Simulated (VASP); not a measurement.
Wanted: the native input for a VASP 6.6.1 run.

| Item | Value |
| --- | --- |
| Task | single point |
| Functional | LDA |
| Potentials or basis | VASP PAW LDA potentials, release 64 (V_sv) |
| Cutoff | 520 eV |
| k mesh | 18 × 18 × 10 |
| Occupations | fermi-dirac, width 0.08 eV |
| Spin | no spin polarisation |
| Dipole correction | no |
| Further INCAR settings | ALGO = Normal; EDIFF = 1e-06; NBANDS = 20 |

The structure of V lies in POSCAR:

```
V
1.0
    2.4294798882      0.0000000000      0.0000000000
   -1.2147399441      2.1039913011      0.0000000000
    0.0000000000      0.0000000000      4.4408393197
V
2
Direct
    0.3333333333      0.6666666667      0.2500000000
    0.6666666667      0.3333333333      0.7500000000
```

One way to write it, as run:

INCAR

```
SYSTEM = V
ALGO = Normal
EDIFF = 1E-6
ENCUT = 520
GGA = CA
ISIF = 2
ISMEAR = -1
LASPH = .True.
LCHARG = .True.
LELF = .True.
LREAL = .False.
LVHAR = .True.
LWAVE = .False.
NBANDS = 20
NELM = 100
PREC = Accurate
SIGMA = 0.08
```

KPOINTS

```
k-points
0
Gamma
  18 18 10
  0 0 0
```

Potentials or basis: VASP PAW LDA potentials, release 64 (V_sv).

Command:

```bash
$ cat potpaw_LDA.64/V_sv/POTCAR > POTCAR
$ mpirun -np 1 vasp_std > vasp.out
```

It gave:

* Pressure: 33.0 GPa
* Band gap on the k mesh: zero (band 13 reaches 14.23 eV, above the bottom of band 14 at 11.39 eV)

It took 73 s on 1 thread of Intel(R) Xeon(R) Platinum 8488C (Sapphire Rapids) (shared host), peak memory 0.18 GiB.
